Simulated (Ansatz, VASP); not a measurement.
**One calculation of Pb, two programs**

INCAR

```
PREC     = Accurate       # precision mode
ENCUT    = 520            # plane-wave cutoff, eV
EDIFF    = 1E-7           # SCF threshold, eV
ISMEAR   = 0              # smearing method
SIGMA    = 0.15           # smearing width, eV
LREAL    = False          # projectors in reciprocal space
LASPH    = True           # aspherical terms in the spheres
NELM     = 80             # most SCF steps
ALGO     = Normal         # electronic algorithm
ISIF     = 2              # what is computed and relaxed
LWAVE    = False          # write WAVECAR
LCHARG   = True           # write CHGCAR
GGA      = PE             # functional
LELF     = True           # ELF
LVHAR    = True         
NBANDS   = 13             # bands
```

The input KPOINTS:

```
Automatic mesh
0
Gamma
  16 16 16
```

POSCAR

```
Pb
1.0
    0.0000000000      2.3463100000      2.5932900000
    2.3463100000      0.0000000000      2.5932900000
    2.3463100000      2.3463100000      0.0000000000
Pb
1
Direct
    0.0000000000      0.0000000000      0.0000000000
```

Input for Ansatz:

```yaml
crystal:
  lattice:
    - [0.0, 2.34631, 2.59329]
    - [2.34631, 0.0, 2.59329]
    - [2.34631, 2.34631, 0.0]
  atoms:
    - { symbol: Pb, position: [0.0, 0.0, 0.0] }
basis:
  ecutwfc: 420
kpoints:
  mp_grid: { grid: [16, 16, 16] }
hamiltonian:
  xc: pbe
scf:
  occupations: { method: gaussian, width: 0.15 }
output:
  forces: true
  stress: true
  eigenvalues: true
```

Change from the starting cell: strain -0.050 along x and y, +0.050 along z, atoms carried along.

Alike in both runs: task single point; functional PBE; k mesh 16 × 16 × 16; occupations gaussian, width 0.15 eV; no spin polarisation.

|  | VASP | Ansatz |
| --- | --- | --- |
| version | VASP 6.6.1 | Ansatz 0.2.0 |
| potentials or method | VASP PAW PBE potentials, release 64 (Pb_d), cutoff 520 eV | scalar-relativistic, plane waves, PAW |
| valence electrons in the cell | 14 | 14 |

```csv
,VASP,Ansatz,Ansatz less VASP
gap on the k mesh at the Fermi level (eV),none,none,-
pressure (GPa),6.0,6.1,+0.07
"traceless stress, the component that is largest in VASP (GPa)",-1.55,-1.55,0.000
```

A gap of «none» marks a metal or a gap that the smearing closes.

Neither program's run includes spin-orbit coupling.
